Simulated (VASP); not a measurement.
The system is MgO.

```
CELL_PARAMETERS angstrom
0.00000 2.13515 2.13515
2.13515 0.00000 2.13515
2.13515 2.13515 0.00000
ATOMIC_POSITIONS crystal
Mg 0.00000 0.00000 0.00000
O 0.50000 0.50000 0.50000
```

```yaml
Program: VASP 6.6.1
Task: relaxation of cell and atoms
Functional: r2SCAN
Potentials_or_basis: VASP PAW PBE potentials, release 64 (Mg, O)
Cutoff: 600 eV
k_mesh: 10 × 10 × 10
Occupations: gaussian, width 0.02 eV
Spin: no spin polarisation
```

At the start: pressure -8.4 GPa; volume 9.73 Å³/atom.

How do energy, volume and symmetry change on relaxing?

Over 3 steps the energy falls by 14.3 meV/atom and the volume is 9.21 Å³/atom (-5.4 %); space group Fm-3m (No. 225, to 0.05 Å).

Step by step:
| step | energy change (eV) | largest force (eV/Å) | pressure (GPa) | volume (Å³) |
| --- | --- | --- | --- | --- |
| 1 | 0.0000 | 0.0000 | -8.39 | 19.47 |
| 2 | -0.0248 | 0.0000 | 3.50 | 18.07 |
| 3 | -0.0287 | 0.0000 | 0.02 | 18.42 |

Final structure:
```xyz
2
Lattice="0.0000 2.0963 2.0963 2.0963 0.0000 2.0963 2.0963 2.0963 0.0000" Properties=species:S:1:pos:R:3 pbc="T T T"
Mg    0.0000    0.0000    0.0000
O     2.0963    2.0963    2.0963
```

Caveat: the PAW data sets were made with another functional, which shifts forces and pressure a little.
